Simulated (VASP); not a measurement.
# Zr2Cl (P4/mmm) in VASP: a series of runs

Runs on Zr2Cl. Level: PBE. Tasks: single point, relaxation of cell and atoms.

All numbers are computed with VASP 6.6.1; they aren't measurements. Logs are shortened: lines on timing, memory, paths and dates and some standing lists are left out, and cuts for length are marked.

**1. The cell of the first run**

The structure is tetragonal, space group P4/mmm (No. 123). The conventional cell has a = 4.542 Å, b = 4.542 Å, c = 3.052 Å, α = 90.00°, β = 90.00°, γ = 90.00°. Within 3.6 Å of Zr (site symmetry mmm) lie 4 Cl at 2.74 Å and 6 Zr at 3.05 to 3.21 Å. Cl (site symmetry 4/mmm) has 8 Zr at 2.74 Å and 2 Cl at 3.05 Å within 3.6 Å.

**2. Single point, PBE**

File INCAR:

```
ALGO = Normal
EDIFF = 1E-6
ENCUT = 520
GGA = PE
ISIF = 2
ISMEAR = 0
LASPH = T
LCHARG = T
LELF = T
LREAL = F
LVHAR = T
LWAVE = F
NBANDS = 22
NELM = 80
PREC = Accurate
SIGMA = 0.1
```

File KPOINTS:

```
k-points
0
Gamma
  4 4 6
```

File POSCAR:

```
Zr2Cl
1.0
    4.5415559683      0.0000000000      0.0000000000
    0.0000000000      4.5415559683      0.0000000000
    0.0000000000      0.0000000000      3.0520080304
Zr Cl
2 1
Direct
    0.0000000000      0.5000000000      0.5000000000
    0.5000000000      0.0000000000      0.5000000000
    0.5000000000      0.5000000000      0.0000000000
```

Potentials or basis: VASP PAW PBE potentials, release 64 (Zr_sv, Cl).

Run with:

```
> cat potpaw_PBE.64/Zr_sv/POTCAR potpaw_PBE.64/Cl/POTCAR > POTCAR
> mpirun -np 1 vasp_std > vasp.out
```

OUTCAR:

```text
EDIFF = 1E-6
   ENCUT = 520
   GGA = PE
   ISIF = 2
   ISMEAR = 0
   LASPH = T
   LREAL = F
   NELM = 80
   PREC = Accurate

 ion  position               nearest neighbor table
   1  0.000  0.500  0.500-   3 2.74   3 2.74   3 2.74   3 2.74   2 3.21   2 3.21   2 3.21   2 3.21

   2  0.500  0.000  0.500-   3 2.74   3 2.74   3 2.74   3 2.74   1 3.21   1 3.21   1 3.21   1 3.21

   3  0.500  0.500  0.000-   1 2.74   2 2.74   1 2.74   2 2.74   2 2.74   2 2.74   1 2.74   1 2.74

  LATTYP: Found a simple tetragonal cell.
 ALAT       =     4.5415559683
 C/A-ratio  =     0.6720181479

  Lattice vectors:

 A1 = (   4.5415559683,   0.0000000000,   0.0000000000)
 A2 = (   0.0000000000,   4.5415559683,   0.0000000000)
 A3 = (   0.0000000000,   0.0000000000,   3.0520080304)

Analysis of symmetry for initial positions (statically):
=====================================================================
 Subroutine PRICEL returns:
 Original cell was already a primitive cell.

 Routine SETGRP: Setting up the symmetry group for a
 simple tetragonal supercell.

 Subroutine GETGRP returns: Found 16 space group operations
 (whereof 16 operations were pure point group operations)
 out of a pool of 16 trial point group operations.

The static configuration has the point symmetry D_4h.

Analysis of symmetry for dynamics (positions and initial velocities):
=====================================================================
 Subroutine PRICEL returns:
 Original cell was already a primitive cell.

 Routine SETGRP: Setting up the symmetry group for a
 simple tetragonal supercell.

 Subroutine GETGRP returns: Found 16 space group operations
 (whereof 16 operations were pure point group operations)
 out of a pool of 16 trial point group operations.

The dynamic configuration has the point symmetry D_4h.

 Subroutine INISYM returns: Found 16 space group operations
 (whereof 16 operations are pure point group operations),
 and found     1 'primitive' translations

----------------------------------------------------------------------------------------

                                     Primitive cell

  volume of cell :      62.9499
[... 82 lines left out ...]
   ISTART =      0    job   : 0-new  1-cont  2-samecut
   ICHARG =      2    charge: 1-file 2-atom 10-const
   ISPIN  =      1    spin polarized calculation?
   LNONCOLLINEAR =      F non collinear calculations
   LSORBIT =      F    spin-orbit coupling
   LASPH  =      T    aspherical Exc in radial PAW
   ENCUT  =  520.0 eV  38.22 Ry    6.18 a.u.   8.44  8.44  5.67*2*pi/ulx,y,z
   NELM   =     80;   NELMIN=  2; NELMDL= -5     # of ELM steps
   EDIFF  = 0.1E-05   stopping-criterion for ELM
   LREAL  =      F    real-space projection
   EDIFFG = 0.1E-04   stopping-criterion for IOM
   NSW    =      0    number of steps for IOM
   IBRION =     -1    ionic relax: 0-MD 1-quasi-New 2-CG
   NFREE  =      0    steps in history (QN), initial steepest desc. (CG)
   ISIF   =      2    stress and relaxation
   ISYM   =      2    0-nonsym 1-usesym 2-fastsym
   POTIM  = 0.5000    time-step for ionic-motion
   TEBEG  =    0.0;   TEEND  =   0.0 temperature during run
   PSTRESS=    0.0 pullay stress
   NELECT =      31.0000    total number of electrons
   NUPDOWN=      -1.0000    fix difference up-down
   EMIN   =  10.00;   EMAX   =-10.00  energy-range for DOS
   EFERMI =   0.00;   METHOD = LEGACY
   ISMEAR =     0;   SIGMA  =   0.10  broadening in eV -4-tet -1-fermi 0-gaus
   EFERMI_NEDOS =   21; number of points for ismear=-14 and -15
   IALGO  =     38    algorithm
   IMIX   =      4    mixing-type and parameters
     AMIX     =   0.40;   BMIX     =  1.00
     AMIX_MAG =   1.60;   BMIX_MAG =  1.00
  volume/ion in A,a.u.               =      20.98       141.60
  Fermi-wavevector in a.u.,A,eV,Ry     =   1.292797  2.443032 22.739750  1.671325
  Thomas-Fermi vector in A             =   2.424483
   LORBIT       =      0    0 simple, 1 ext, 2 COOP (PROOUT), +10 PAW based schemes
   GGA     = PE    functional components
   LHFCALC =     F    Hartree Fock is set to
   AEXX    =    0.0000 exact exchange contribution
   IVDW    =     0    specifies the selected vdW correction
   LEPSILON=     F    determine dielectric tensor
   LRPA    =     F    only Hartree local field effects (RPA)
 non-spin polarized calculation
 Gauss-broadening in eV      SIGMA  =   0.10
  energy-cutoff  :      520.00
  volume of cell :       62.95
 maximum number of plane-waves:      1712
 NGX is ok and might be reduce to    36
   NGX = 17   NGY = 17   NGZ = 11

 number of electron      31.0000000 magnetization

 Free energy of the ion-electron system (eV)
  ---------------------------------------------------
  ext. energy  EPLUGINS =         0.00000000
  ---------------------------------------------------
  free energy    TOTEN  =       -18.52586941 eV

  energy without entropy =      -18.50954914  energy(sigma->0) =      -18.51770927

 E-fermi :   9.3744     XC(G=0): -10.8940

 val. band max:        9.3648915720   @ k =   0.5000   0.0000   0.5000
 cond. band min:       9.3996307618   @ k =   0.5000   0.2500   0.5000
 fundamental gap:      0.0347391899
 Fermi energy:         9.3744039051

 k-point     1 :       0.0000    0.0000    0.0000
  band No.  band energies     occupation
      1     -39.9455      2.00000
      2     -39.8480      2.00000
      3     -18.3134      2.00000
      4     -18.3134      2.00000
      5     -17.7263      2.00000
      6     -17.7263      2.00000
[... 589 lines left out ...]
     21      12.8779      0.00000
     22      14.6059      0.00000

------------------------ aborting loop because EDIFF is reached ----------------------------------------

  FORCE on cell =-STRESS in cart. coord.  units (eV):
  Direction    XX          YY          ZZ          XY          YZ          ZX
  --------------------------------------------------------------------------------------
  -------------------------------------------------------------------------------------
  Total        0.0556558      0.0556558      0.1190196      0.0000000      0.0000000      0.0000000
  in kB        1.4165318      1.4165318      3.0292425      0.0000000      0.0000000      0.0000000
  external PRESSURE =       1.9541020 kB  Pullay stress =       0.0000000 kB

 VOLUME and BASIS-vectors are now :
 -----------------------------------------------------------------------------
  energy-cutoff  :      520.00
  volume of cell :       62.95
      direct lattice vectors                 reciprocal lattice vectors
     4.541555968  0.000000000  0.000000000     0.220188853  0.000000000  0.000000000
     0.000000000  4.541555968  0.000000000     0.000000000  0.220188853  0.000000000
     0.000000000  0.000000000  3.052008030     0.000000000  0.000000000  0.327653135

 POSITION                                       TOTAL-FORCE (eV/Angst)
 -----------------------------------------------------------------------------------
      0.00000      2.27078      1.52600         0.000000      0.000000      0.000000
      2.27078      0.00000      1.52600         0.000000      0.000000      0.000000
      2.27078      2.27078      0.00000         0.000000      0.000000      0.000000
 -----------------------------------------------------------------------------------
    total drift:                                0.000000      0.000000      0.000000

  FREE ENERGIE OF THE ION-ELECTRON SYSTEM (eV)
  ---------------------------------------------------
  free  energy   TOTEN  =       -18.5258694052 eV

  energy  without entropy=      -18.5095491401  energy(sigma->0) =      -18.51770927
```

OSZICAR:

```text
N       E                     dE             d eps       ncg     rms          rms(c)
DAV:   1     0.283239737876E+03    0.28324E+03   -0.16141E+04  1056   0.135E+03
DAV:   2     0.370176455076E+01   -0.27954E+03   -0.26914E+03  1236   0.383E+02
DAV:   3    -0.178136780639E+02   -0.21515E+02   -0.20896E+02  1850   0.845E+01
DAV:   4    -0.189428458234E+02   -0.11292E+01   -0.11186E+01  1450   0.175E+01
DAV:   5    -0.189881964527E+02   -0.45351E-01   -0.45338E-01  1628   0.274E+00    0.152E+01
DAV:   6    -0.185649761578E+02    0.42322E+00   -0.81735E-01  1222   0.562E+00    0.730E+00
DAV:   7    -0.185234543477E+02    0.41522E-01   -0.49725E-01  1606   0.385E+00    0.134E+00
DAV:   8    -0.185256820337E+02   -0.22277E-02   -0.32174E-02  1376   0.134E+00    0.328E-01
DAV:   9    -0.185258536026E+02   -0.17157E-03   -0.19346E-03  1564   0.334E-01    0.765E-02
DAV:  10    -0.185258647229E+02   -0.11120E-04   -0.14129E-04  1398   0.732E-02    0.255E-02
DAV:  11    -0.185258697683E+02   -0.50454E-05   -0.17385E-05  1352   0.278E-02    0.102E-02
DAV:  12    -0.185258694052E+02    0.36312E-06   -0.11304E-06   952   0.748E-03
   1 F= -.18525869E+02 E0= -.18517709E+02  d E =-.163203E-01
```

Wall time 11 s (1 thread of Intel Xeon 6975P-C (Granite Rapids), shared host); peak memory 0.18 GiB.

Results:

```
Free energy : -18.5259 eV
Pressure    : 0.2 GPa
```

Stress tensor (GPa, compression positive):
```
0.14 0.00 0.00
0.00 0.14 0.00
0.00 0.00 0.30
```

Caveat: an odd number of electrons without spin polarisation forces a metal; a magnetic or distorted state may lie lower.

**3. Single point, PBE**

This run uses another cell than the first one, of 25.52 Å³/atom, 1.216 times its volume.

File INCAR:

```
PREC = Accurate ; ENCUT = 520
EDIFF = 1E-6 ; ISMEAR = 0
SIGMA = 0.1 ; LREAL = F
LASPH = T ; NELM = 100
ALGO = Normal ; ISIF = 2
LWAVE = F ; LCHARG = F
GGA = PE ; NBANDS = 22
```

File KPOINTS:

```
regular mesh
0
Gamma
  4 4 6
```

File POSCAR:

```
Zr2Cl
1.0
    4.5584088200      0.0000000000      0.0000000000
    0.0000000000      4.5584088200      0.0000000000
    0.0000000000      0.0000000000      3.6844889300
Zr Cl
2 1
Direct
    0.0000000000      0.5000000000      0.5000000000
    0.5000000000      0.0000000000      0.5000000000
    0.5000000000      0.5000000000      0.0000000000
```

Potentials or basis: VASP PAW PBE potentials, release 64 (Zr_sv, Cl).

Run with:

```
> cat potpaw_PBE.64/Zr_sv/POTCAR potpaw_PBE.64/Cl/POTCAR > POTCAR
> mpirun -np 1 vasp_std > vasp.out
```

It took 13 s on 1 thread of Intel Xeon 6975P-C (Granite Rapids), shared host; peak memory 0.19 GiB.

It converged, with:

```
Free energy : -17.6746 eV
Pressure    : -8.9 GPa
```

Stress tensor (GPa, compression positive):
```
 -6.48   0.00   0.00
  0.00  -6.48   0.00
  0.00   0.00 -13.67
```

Levels at points of the mesh, in eV from the Fermi level:
| k point | band 13 | band 14 | band 15 | band 16 | band 17 | band 18 |
| --- | --- | --- | --- | --- | --- | --- |
| (0.00, 0.00, 0.00) | -3.48 | -2.44 | -1.85 | -1.05 | -0.50 | 0.10 |
| (0.50, 0.00, 0.00) | -1.56 | -1.46 | -0.37 | -0.33 | -0.27 | 0.60 |
| (0.50, 0.50, 0.00) | -1.11 | -1.11 | -0.50 | 0.20 | 0.20 | 0.38 |
| (0.00, 0.00, 0.50) | -2.06 | -1.44 | 0.43 | 0.68 | 0.68 | 1.17 |
| (0.50, 0.00, 0.50) | -0.77 | -0.21 | -0.06 | 0.03 | 0.35 | 0.38 |
| (0.50, 0.50, 0.50) | -2.26 | -1.81 | -1.81 | 0.36 | 1.13 | 1.25 |

Caveat: an odd number of electrons without spin polarisation forces a metal; a magnetic or distorted state may lie lower.

**4. Relaxation of cell and atoms, PBE**

This run uses another cell than the first one, of 25.52 Å³/atom, 1.216 times its volume.

File INCAR:

```
PREC = Accurate ; ENCUT = 600
EDIFF = 1E-7 ; ISMEAR = 0
SIGMA = 0.1 ; LREAL = F
LASPH = T ; NELM = 60
ALGO = Normal ; ISIF = 3
LWAVE = F ; LCHARG = F
GGA = PE ; IBRION = 2
NSW = 90 ; EDIFFG = -0.04
```

KPOINTS is that of step 3.

POSCAR is that of step 3.

Run with:

```
> cat potpaw_PBE.64/Zr_sv/POTCAR potpaw_PBE.64/Cl/POTCAR > POTCAR
> mpirun -np 1 vasp_std > vasp.out
```

It took 91 s on 1 thread of Intel Xeon 6975P-C (Granite Rapids), shared host; peak memory 0.22 GiB.

The run converged. Its results:

| Item | Value |
| --- | --- |
| Free energy | -18.5281 eV |
| Relaxed volume | 21.05 Å³/atom |
| Relaxed cell | a = 4.543 Å, b = 4.543 Å, c = 3.059 Å, α = 90.00°, β = 90.00°, γ = 90.00° |
| Space group after relaxing (to 0.05 Å) | P4/mmm (No. 123) |
| Energy gained by relaxing | 284.5 meV/atom |
| Ionic steps | 8 |
| Pressure after relaxing | 0.0 GPa |

Stress tensor (GPa, compression positive):
```
 0.02  0.00  0.00
 0.00  0.02  0.00
 0.00  0.00 -0.09
```

The path:
```csv
step,energy change (eV),largest force (eV/Å),pressure (GPa),volume (Å³)
1,0.0000,0.0000,-8.86,76.56
2,-0.6206,0.0000,1.29,61.89
3,-0.6223,0.0000,1.95,61.39
4,-0.8089,0.0000,3.09,60.72
5,-0.8218,0.0000,3.64,60.50
6,-0.8427,0.0000,-2.00,64.80
7,-0.8527,0.0000,-0.13,63.17
8,-0.8534,0.0000,-0.01,63.14
```

Final structure:
```yaml
crystal:
  lattice:
    - [4.54350, 0.00000, 0.00000]
    - [0.00000, 4.54350, 0.00000]
    - [0.00000, 0.00000, 3.05862]
  atoms:
    - { symbol: Zr, position: [0.00000, 0.50000, 0.50000] }
    - { symbol: Zr, position: [0.50000, 0.00000, 0.50000] }
    - { symbol: Cl, position: [0.50000, 0.50000, 0.00000] }
```

Levels at points of the mesh, in eV from the Fermi level:
| k point | band 12 | band 13 | band 14 | band 15 | band 16 | band 17 | band 18 | band 19 |
| --- | --- | --- | --- | --- | --- | --- | --- | --- |
| (0.00, 0.00, 0.00) | -5.67 | -3.97 | -2.42 | -2.31 | -1.90 | 0.63 | 1.31 | 1.31 |
| (0.50, 0.00, 0.00) | -6.01 | -2.36 | -1.98 | -1.09 | -0.90 | 0.98 | 1.11 | 1.13 |
| (0.50, 0.50, 0.00) | -6.34 | -1.51 | -1.51 | -0.86 | -0.33 | -0.33 | 2.03 | 3.39 |
| (0.00, 0.00, 0.50) | -8.39 | -1.47 | -1.20 | 0.14 | 0.14 | 1.28 | 3.47 | 3.56 |
| (0.50, 0.00, 0.50) | -7.40 | -0.83 | -0.70 | -0.54 | 0.00 | 0.17 | 0.34 | 0.69 |
| (0.50, 0.50, 0.50) | -7.23 | -2.99 | -1.92 | -1.92 | -0.07 | 0.21 | 1.33 | 1.33 |

Caveat: the volume moved by over 15 % at a fixed basis, so the end points are rough; an odd number of electrons without spin polarisation forces a metal; a magnetic or distorted state may lie lower.

(Continued in part 2 of 2.)
